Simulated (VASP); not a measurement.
A run of VASP 6.6.1 is set up as follows.

INCAR

```
SYSTEM = AlN
ALGO = Normal
EDIFF = 1E-6
ENCUT = 520
GGA = PS
ISIF = 2
ISMEAR = 0
LASPH = .TRUE.
LCHARG = .FALSE.
LREAL = .FALSE.
LWAVE = .FALSE.
NBANDS = 16
NELM = 80
PREC = Accurate
SIGMA = 0.05
```

KPOINTS

```
k-points
0
G
  9 9 6
  0 0 0
```

File POSCAR:

```
AlN
1.0
    3.4005000000      0.0000000000      0.0000000000
   -1.7002500000      2.9449193856      0.0000000000
    0.0000000000      0.0000000000      4.3056000000
Al N
2 2
Direct
    0.3333333333      0.6666666667      0.7500000000
    0.6666666667      0.3333333333      0.2500000000
    0.3333333333      0.6666666667      0.2500000000
    0.6666666667      0.3333333333      0.7500000000
```

Potentials or basis: VASP PAW PBE potentials, release 64 (Al, N).

Run with:

```sh
$ cat potpaw_PBE.64/Al/POTCAR potpaw_PBE.64/N/POTCAR > POTCAR
$ mpirun -np 1 vasp_std > vasp.out
```

What does it give for the band gap on the k mesh?

2.59 eV.

Estimate the pressure.

-17.3 GPa.

Stress tensor (GPa, compression positive):
```
-17.97   0.00   0.00
  0.00 -17.97   0.00
  0.00   0.00 -15.98
```

Caveat: the cell stands under tension; the PAW data sets were made with another functional, which shifts forces and pressure a little.
